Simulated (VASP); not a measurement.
# GaN (F-43m) in VASP: further runs

The runs below take GaN through single point, with PBE, LDA, r2SCAN.

Program: VASP 6.6.1. These are calculated values, not measurements. Logs are shortened: lines on timing, memory, paths and dates and some standing lists are left out, and cuts for length are marked.

## (1) The cell of the first run

It takes space group F-43m (No. 216, cubic). The conventional cell has a = 4.498 Å, b = 4.498 Å, c = 4.498 Å, α = 90.00°, β = 90.00°, γ = 90.00°. Within 2.6 Å of Ga (site symmetry -43m) lie 4 N at 1.95 Å. Within 2.6 Å of N (site symmetry -43m) lie 4 Ga at 1.95 Å.

## (2) Single point, PBE

Input file INCAR:

```
SYSTEM = GaN
PREC = Accurate
ENCUT = 520
EDIFF = 1E-7
ISMEAR = 0
SIGMA = 0.01
LREAL = .False.
LASPH = .True.
NELM = 100
ALGO = Normal
ISIF = 2
LWAVE = .False.
LCHARG = .True.
GGA = PE
LELF = .True.
LVHAR = .True.
NBANDS = 16
```

Input file KPOINTS:

```
regular mesh
0
Gamma
  8 8 8
  0 0 0
```

Input file POSCAR:

```
GaN
1.0
    0.0000000000      2.2489525415      2.2489525415
    2.2489525415      0.0000000000      2.2489525415
    2.2489525415      2.2489525415      0.0000000000
Ga N
1 1
Direct
    0.0000000000      0.0000000000      0.0000000000
    0.2500000000      0.2500000000      0.2500000000
```

Potentials or basis: VASP PAW PBE potentials, release 64 (Ga_d, N).

The run is started by

```sh
$ cat potpaw_PBE.64/Ga_d/POTCAR potpaw_PBE.64/N/POTCAR > POTCAR
$ mpirun -np 1 vasp_std > vasp.out
```

OUTCAR:

```text
SYSTEM = GaN
   PREC = Accurate
   ENCUT = 520
   EDIFF = 1E-7
   ISMEAR = 0
   LREAL = .False.
   LASPH = .True.
   NELM = 100
   ISIF = 2
   GGA = PE

 ion  position               nearest neighbor table
   1  0.000  0.000  0.000-   2 1.95   2 1.95   2 1.95   2 1.95
   2  0.250  0.250  0.250-   1 1.95   1 1.95   1 1.95   1 1.95

  LATTYP: Found a face centered cubic cell.
 ALAT       =     4.4979050830

  Lattice vectors:

 A1 = (   0.0000000000,   2.2489525415,   2.2489525415)
 A2 = (   2.2489525415,   0.0000000000,   2.2489525415)
 A3 = (   2.2489525415,   2.2489525415,   0.0000000000)

Analysis of symmetry for initial positions (statically):
=====================================================================
 Subroutine PRICEL returns:
 Original cell was already a primitive cell.

 Routine SETGRP: Setting up the symmetry group for a
 face centered cubic supercell.

 Subroutine GETGRP returns: Found 24 space group operations
 (whereof 24 operations were pure point group operations)
 out of a pool of 48 trial point group operations.

The static configuration has the point symmetry T_d .

Analysis of symmetry for dynamics (positions and initial velocities):
=====================================================================
 Subroutine PRICEL returns:
 Original cell was already a primitive cell.

 Routine SETGRP: Setting up the symmetry group for a
 face centered cubic supercell.

 Subroutine GETGRP returns: Found 24 space group operations
 (whereof 24 operations were pure point group operations)
 out of a pool of 48 trial point group operations.

The dynamic configuration has the point symmetry T_d .

 Subroutine INISYM returns: Found 24 space group operations
 (whereof 24 operations are pure point group operations),
 and found     1 'primitive' translations

----------------------------------------------------------------------------------------

                                     Primitive cell

  volume of cell :      22.7494

  direct lattice vectors                    reciprocal lattice vectors
     0.000000000  2.248952542  2.248952542    -0.222325723  0.222325723  0.222325723
     2.248952542  0.000000000  2.248952542     0.222325723 -0.222325723  0.222325723
     2.248952542  2.248952542  0.000000000     0.222325723  0.222325723 -0.222325723
[... 74 lines left out ...]
 SYSTEM =  GaN
   PREC   = accura    normal or accurate (medium, high low for compatibility)
   ISTART =      0    job   : 0-new  1-cont  2-samecut
   ICHARG =      2    charge: 1-file 2-atom 10-const
   ISPIN  =      1    spin polarized calculation?
   LNONCOLLINEAR =      F non collinear calculations
   LSORBIT =      F    spin-orbit coupling
   LASPH  =      T    aspherical Exc in radial PAW
   ENCUT  =  520.0 eV  38.22 Ry    6.18 a.u.   5.91  5.91  5.91*2*pi/ulx,y,z
   NELM   =    100;   NELMIN=  2; NELMDL= -5     # of ELM steps
   EDIFF  = 0.1E-06   stopping-criterion for ELM
   LREAL  =      F    real-space projection
   EDIFFG = 0.1E-05   stopping-criterion for IOM
   NSW    =      0    number of steps for IOM
   IBRION =     -1    ionic relax: 0-MD 1-quasi-New 2-CG
   NFREE  =      0    steps in history (QN), initial steepest desc. (CG)
   ISIF   =      2    stress and relaxation
   ISYM   =      2    0-nonsym 1-usesym 2-fastsym
   POTIM  = 0.5000    time-step for ionic-motion
   TEBEG  =    0.0;   TEEND  =   0.0 temperature during run
   PSTRESS=    0.0 pullay stress
   NELECT =      18.0000    total number of electrons
   NUPDOWN=      -1.0000    fix difference up-down
   EMIN   =  10.00;   EMAX   =-10.00  energy-range for DOS
   EFERMI =   0.00;   METHOD = LEGACY
   ISMEAR =     0;   SIGMA  =   0.01  broadening in eV -4-tet -1-fermi 0-gaus
   EFERMI_NEDOS =   21; number of points for ismear=-14 and -15
   IALGO  =     38    algorithm
   IMIX   =      4    mixing-type and parameters
     AMIX     =   0.40;   BMIX     =  1.00
     AMIX_MAG =   1.60;   BMIX_MAG =  1.00
  volume/ion in A,a.u.               =      11.37        76.76
  Fermi-wavevector in a.u.,A,eV,Ry     =   1.514173  2.861371 31.194330  2.292719
  Thomas-Fermi vector in A             =   2.623866
   LORBIT       =      0    0 simple, 1 ext, 2 COOP (PROOUT), +10 PAW based schemes
   GGA     = PE    functional components
   LHFCALC =     F    Hartree Fock is set to
   AEXX    =    0.0000 exact exchange contribution
   IVDW    =     0    specifies the selected vdW correction
   LEPSILON=     F    determine dielectric tensor
   LRPA    =     F    only Hartree local field effects (RPA)
 non-spin polarized calculation
 Gauss-broadening in eV      SIGMA  =   0.01
  energy-cutoff  :      520.00
  volume of cell :       22.75
 maximum number of plane-waves:       620
   NGX = 11   NGY = 11   NGZ = 11

 number of electron      18.0000009 magnetization

 Free energy of the ion-electron system (eV)
  ---------------------------------------------------
  ext. energy  EPLUGINS =         0.00000000
  ---------------------------------------------------
  free energy    TOTEN  =       -12.13782090 eV

  energy without entropy =      -12.13782090  energy(sigma->0) =      -12.13782090

 E-fermi :   5.4045     XC(G=0): -11.6992

 val. band max:        5.3478859825   @ k =   0.0000   0.0000   0.0000
 cond. band min:       7.1112862995   @ k =   0.0000   0.0000   0.0000
 fundamental gap:      1.7634003170
 Fermi energy:         5.4044879951

 k-point     1 :       0.0000    0.0000    0.0000
  band No.  band energies     occupation
      1     -10.6377      2.00000
      2      -8.0992      2.00000
      3      -8.0992      2.00000
      4      -8.0992      2.00000
      5      -7.7733      2.00000
      6      -7.7733      2.00000
[... 433 lines left out ...]
      3      -7.9301      2.00000
      4      -7.7939      2.00000
      5      -7.7399      2.00000
      6      -6.2166      2.00000
[... 8 lines left out ...]
     15      24.2088      0.00000
     16      26.4981      0.00000

 [... further k-points ...]
[... 5 lines left out ...]
  --------------------------------------------------------------------------------------
  -------------------------------------------------------------------------------------
  Total        0.8855708      0.8855708      0.8855708      0.0000000      0.0000000     -0.0000000
  in kB       62.3681724     62.3681724     62.3681724      0.0000000      0.0000000     -0.0000000
  external PRESSURE =      62.3681724 kB  Pullay stress =       0.0000000 kB

 VOLUME and BASIS-vectors are now :
 -----------------------------------------------------------------------------
  energy-cutoff  :      520.00
  volume of cell :       22.75
      direct lattice vectors                 reciprocal lattice vectors
     0.000000000  2.248952542  2.248952542    -0.222325723  0.222325723  0.222325723
     2.248952542  0.000000000  2.248952542     0.222325723 -0.222325723  0.222325723
     2.248952542  2.248952542  0.000000000     0.222325723  0.222325723 -0.222325723

 POSITION                                       TOTAL-FORCE (eV/Angst)
 -----------------------------------------------------------------------------------
      0.00000      0.00000      0.00000         0.000000      0.000000      0.000000
      1.12448      1.12448      1.12448        -0.000000     -0.000000     -0.000000
 -----------------------------------------------------------------------------------
    total drift:                                0.000002      0.000002      0.000002

  FREE ENERGIE OF THE ION-ELECTRON SYSTEM (eV)
  ---------------------------------------------------
  free  energy   TOTEN  =       -12.1378208959 eV

  energy  without entropy=      -12.1378208959  energy(sigma->0) =      -12.13782090
```

Run time: 8.5 s. Hardware: 1 thread of Intel Xeon Platinum 8259CL at 2.50GHz (Skylake/Cascade Lake), shared host; peak memory 0.14 GiB.

What came out:

* Free energy: -12.1378 eV
* Pressure: 6.2 GPa
* Band gap on the k mesh: 1.76 eV, direct

A hybrid or GW would open this gap; PBE tends to underestimate it.

## (3) Single point, LDA

Input file INCAR:

```
  ALGO = Normal
  EDIFF = 1E-7
  ENCUT = 520
  GGA = CA
  ISIF = 2
  ISMEAR = 0
  LASPH = T
  LCHARG = F
  LREAL = F
  LWAVE = F
  NBANDS = 16
  NELM = 100
  PREC = Accurate
  SIGMA = 0.01
```

Input file KPOINTS:

```
k-points
0
Gamma
  8 8 8
```

POSCAR is that of step 2.

Potentials or basis: VASP PAW LDA potentials, release 64 (Ga_d, N).

The run is started by

```sh
$ cat potpaw_LDA.64/Ga_d/POTCAR potpaw_LDA.64/N/POTCAR > POTCAR
$ mpirun -np 1 vasp_std > vasp.out
```

Wall time 8.3 s (1 thread of Intel Xeon Platinum 8259CL at 2.50GHz (Skylake/Cascade Lake), shared host); peak memory 0.13 GiB.

The run converged. Its results:

```yaml
Free_energy: -13.9368 eV
Pressure: -4.4 GPa
Band_gap_on_the_k_mesh: 1.79 eV, direct
```

Levels at points of the mesh, in eV from the valence-band top:
```csv
k point,band 6,band 7,band 8,band 9,band 10,band 11,band 12,band 13
"(0.00, 0.00, 0.00)",-13.24,0.00,0.00,0.00,1.79,10.15,10.15,10.15
"(0.50, 0.00, 0.00)",-11.85,-7.16,-0.99,-0.99,4.58,8.63,10.23,10.23
"(0.50, 0.50, 0.00)",-11.37,-6.23,-2.75,-2.75,3.25,6.52,11.55,13.82
```

Expect the measured gap to be larger: semilocal functionals such as LDA lack the derivative discontinuity.

## (4) Single point, LDA

Input file INCAR:

```
SYSTEM = GaN
PREC = Accurate ; ENCUT = 520
EDIFF = 1E-6 ; ISMEAR = 0
SIGMA = 0.01 ; LREAL = .FALSE.
LASPH = .TRUE. ; NELM = 60
ALGO = Normal ; ISIF = 2
LWAVE = .FALSE. ; LCHARG = .FALSE.
GGA = CA ; NBANDS = 16
```

Input file KPOINTS:

```
Automatic mesh
0
G
  8 8 8
  0 0 0
```

POSCAR is that of step 3.

The run is started by

```sh
$ cat potpaw_LDA.64/Ga_d/POTCAR potpaw_LDA.64/N/POTCAR > POTCAR
$ mpirun -np 1 vasp_std > vasp.out
```

Run time: 8 s. Hardware: 1 thread of Intel Xeon Platinum 8259CL at 2.50GHz (Skylake/Cascade Lake), shared host; peak memory 0.13 GiB.

The run converged. Its results:

- Free energy: -13.9368 eV
- Pressure: -4.4 GPa
- Band gap on the k mesh: 1.79 eV, direct

Levels at points of the mesh, in eV from the valence-band top:
```
           k point  band 5  band 6  band 7  band 8  band 9  band 10  band 11  band 12  band 13  band 14
(0.00, 0.00, 0.00)  -13.24  -13.24    0.00    0.00    0.00     1.79    10.15    10.15    10.15    17.39
(0.50, 0.00, 0.00)  -13.19  -11.85   -7.16   -0.99   -0.99     4.58     8.63    10.23    10.23    15.44
(0.50, 0.50, 0.00)  -13.16  -11.37   -6.23   -2.75   -2.75     3.25     6.52    11.55    13.82    13.82
```

## (5) Single point, r2SCAN

POSCAR is that of step 4.

Input file INCAR.step1:

```
PREC = Accurate
ENCUT = 520
ISMEAR = 0
SIGMA = 0.01
LREAL = False
LASPH = True
NELM = 60
NBANDS = 16
GGA = PE
ALGO = Normal
EDIFF = 1E-4
LWAVE = True
LCHARG = False
```

Input file INCAR.step2:

```
PREC = Accurate
ENCUT = 520
EDIFF = 1E-6
ISMEAR = 0
SIGMA = 0.01
LREAL = False
LASPH = True
NELM = 60
ALGO = Normal
ISIF = 2
LWAVE = False
LCHARG = False
METAGGA = R2SCAN
LMIXTAU = True
NBANDS = 16
ISTART = 1
```

Input file KPOINTS:

```
Automatic mesh
0
Gamma
  8 8 8
```

Potentials or basis: VASP PAW PBE potentials, release 64 (Ga_d, N).

The run is started by

```sh
$ cat potpaw_PBE.64/Ga_d/POTCAR potpaw_PBE.64/N/POTCAR > POTCAR
$ cp INCAR.step1 INCAR
$ mpirun -np 1 vasp_std > vasp.out
$ cp INCAR.step2 INCAR
$ mpirun -np 1 vasp_std > vasp.out
```

OUTCAR:

```text
PREC = Accurate
   ENCUT = 520
   EDIFF = 1E-6
   ISMEAR = 0
   LREAL = False
   LASPH = True
   NELM = 60
   ISIF = 2
   METAGGA = R2SCAN
   ISTART = 1

 ion  position               nearest neighbor table
   1  0.000  0.000  0.000-   2 1.95   2 1.95   2 1.95   2 1.95
   2  0.250  0.250  0.250-   1 1.95   1 1.95   1 1.95   1 1.95

  LATTYP: Found a face centered cubic cell.
 ALAT       =     4.4979050830

  Lattice vectors:

 A1 = (   0.0000000000,   2.2489525415,   2.2489525415)
 A2 = (   2.2489525415,   0.0000000000,   2.2489525415)
[... 624 lines left out ...]
      3      -8.5716      2.00000
      4      -8.4182      2.00000
      5      -8.3635      2.00000
      6      -6.9746      2.00000
[... 8 lines left out ...]
     15      24.8599      0.00000
     16      27.2311      0.00000

 [... further k-points ...]
[... 5 lines left out ...]
  --------------------------------------------------------------------------------------
  -------------------------------------------------------------------------------------
  Total        0.1493305      0.1493305      0.1493305     -0.0000000      0.0000000      0.0000000
  in kB       10.5169118     10.5169118     10.5169118     -0.0000000      0.0000000      0.0000000
  external PRESSURE =      10.5169118 kB  Pullay stress =       0.0000000 kB

 VOLUME and BASIS-vectors are now :
 -----------------------------------------------------------------------------
  energy-cutoff  :      520.00
  volume of cell :       22.75
      direct lattice vectors                 reciprocal lattice vectors
     0.000000000  2.248952542  2.248952542    -0.222325723  0.222325723  0.222325723
     2.248952542  0.000000000  2.248952542     0.222325723 -0.222325723  0.222325723
     2.248952542  2.248952542  0.000000000     0.222325723  0.222325723 -0.222325723

 POSITION                                       TOTAL-FORCE (eV/Angst)
 -----------------------------------------------------------------------------------
      0.00000      0.00000      0.00000         0.000000     -0.000000      0.000000
      1.12448      1.12448      1.12448        -0.000000      0.000000     -0.000000
 -----------------------------------------------------------------------------------
    total drift:                                0.000008      0.000008      0.000008

  FREE ENERGIE OF THE ION-ELECTRON SYSTEM (eV)
  ---------------------------------------------------
  free  energy   TOTEN  =       -21.8960399375 eV

  energy  without entropy=      -21.8960399375  energy(sigma->0) =      -21.89603994
```

OUTCAR.step1:

```text
PREC = Accurate
   ENCUT = 520
   ISMEAR = 0
   LREAL = False
   LASPH = True
[... 677 lines left out ...]
      0.00000      0.00000      0.00000        -0.000000      0.000000      0.000000
      1.12448      1.12448      1.12448         0.000000     -0.000000      0.000000
 -----------------------------------------------------------------------------------
    total drift:                                0.000002      0.000002      0.000002

  FREE ENERGIE OF THE ION-ELECTRON SYSTEM (eV)
  ---------------------------------------------------
  free  energy   TOTEN  =       -12.1378201646 eV

  energy  without entropy=      -12.1378201646  energy(sigma->0) =      -12.13782016
```

OSZICAR.step1:

```text
N       E                     dE             d eps       ncg     rms          rms(c)
DAV:   1     0.811207777455E+02    0.81121E+02   -0.92623E+03  1024   0.202E+03
DAV:   2    -0.840247132310E+01   -0.89523E+02   -0.83396E+02  1056   0.323E+02
DAV:   3    -0.140836406429E+02   -0.56812E+01   -0.56566E+01  1096   0.697E+01
DAV:   4    -0.141477718983E+02   -0.64131E-01   -0.64124E-01  1176   0.803E+00
DAV:   5    -0.141486092278E+02   -0.83733E-03   -0.83732E-03  1112   0.824E-01    0.774E+00
DAV:   6    -0.121363392368E+02    0.20123E+01   -0.49185E+00  1400   0.399E+01    0.268E+00
DAV:   7    -0.121453780011E+02   -0.90388E-02   -0.32212E-01   960   0.655E+00    0.177E+00
DAV:   8    -0.121416910491E+02    0.36870E-02   -0.56673E-02  1128   0.328E+00    0.780E-01
DAV:   9    -0.121375677324E+02    0.41233E-02   -0.14428E-02  1368   0.277E+00    0.197E-01
DAV:  10    -0.121379185888E+02   -0.35086E-03   -0.15631E-03  1112   0.561E-01    0.947E-02
DAV:  11    -0.121378130191E+02    0.10557E-03   -0.27386E-04   944   0.265E-01    0.856E-03
DAV:  12    -0.121378201646E+02   -0.71455E-05   -0.51572E-05   512   0.875E-02
   1 F= -.12137820E+02 E0= -.12137820E+02  d E =-.683906E-18
```

It took 31 s on 1 thread of Intel Xeon Platinum 8259CL at 2.50GHz (Skylake/Cascade Lake), shared host; peak memory 0.15 GiB.

What came out:

* Free energy: -21.8960 eV
* Pressure: 1.1 GPa
* Band gap on the k mesh: 2.16 eV, direct

Levels at points of the mesh, in eV from the valence-band top:
```csv
k point,band 6,band 7,band 8,band 9,band 10,band 11,band 12,band 13
"(0.00, 0.00, 0.00)",-13.48,0.00,0.00,0.00,2.16,11.04,11.04,11.04
"(0.50, 0.00, 0.00)",-12.35,-7.20,-1.00,-1.00,5.21,9.47,11.03,11.03
"(0.50, 0.50, 0.00)",-11.97,-6.24,-2.80,-2.80,3.77,7.28,12.63,15.01
```

Caveat: the PAW data sets were made with another functional, which shifts forces and pressure a little. r2SCAN opens gaps a little over a GGA but as a rule still falls short of measured ones.

[end of part 1 of 2]
